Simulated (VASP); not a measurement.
A run of VASP 6.6.1 is set up as follows.

File INCAR:

```
SYSTEM = CuAu
PREC = Accurate ; ENCUT = 600
EDIFF = 1E-6 ; ISMEAR = -1
SIGMA = 0.05 ; LREAL = .FALSE.
LASPH = .TRUE. ; NELM = 60
ALGO = Normal ; ISIF = 3
LWAVE = .FALSE. ; LCHARG = .FALSE.
GGA = PS ; IBRION = 2
NSW = 80 ; EDIFFG = -0.02
PSTRESS = 100.0
```

The input KPOINTS:

```
regular mesh
0
G
  11 11 11
  0 0 0
```

POSCAR

```
CuAu
1.0
    1.4430568479      0.8331492596      4.2561707609
   -1.4430568479      0.8331492596      4.2561707609
    0.0000000000     -1.6662985192      4.2561707609
Au Cu
1 1
Direct
    0.0000000000      0.0000000000      0.0000000000
    0.5000000000      0.5000000000      0.5000000000
```

Potentials or basis: VASP PAW PBE potentials, release 64 (Au, Cu).

The run is started by

```console
$ cat potpaw_PBE.64/Au/POTCAR potpaw_PBE.64/Cu/POTCAR > POTCAR
$ mpirun -np 1 vasp_std > vasp.out
```

(1) Predict the space group after relaxing (to 0.05 Å).

(2) Predict the relaxed volume.

(3) Estimate the relaxed cell.

(4) Estimate the band gap on the k mesh.

Answers

(1) R-3m (No. 166).

(2) 13.76 Å³/atom.

(3) a = 4.500 Å, b = 4.500 Å, c = 4.500 Å, α = 35.55°, β = 35.55°, γ = 35.55°.

(4) zero (band 11 reaches 11.71 eV, above the bottom of band 12 at 7.18 eV).

Caveat: the cell is relaxed towards a set pressure, so the enthalpy falls and the energy may rise; the PAW data sets were made with another functional, which shifts forces and pressure a little; spin-orbit coupling is left out, which moves the levels of the heavy elements.
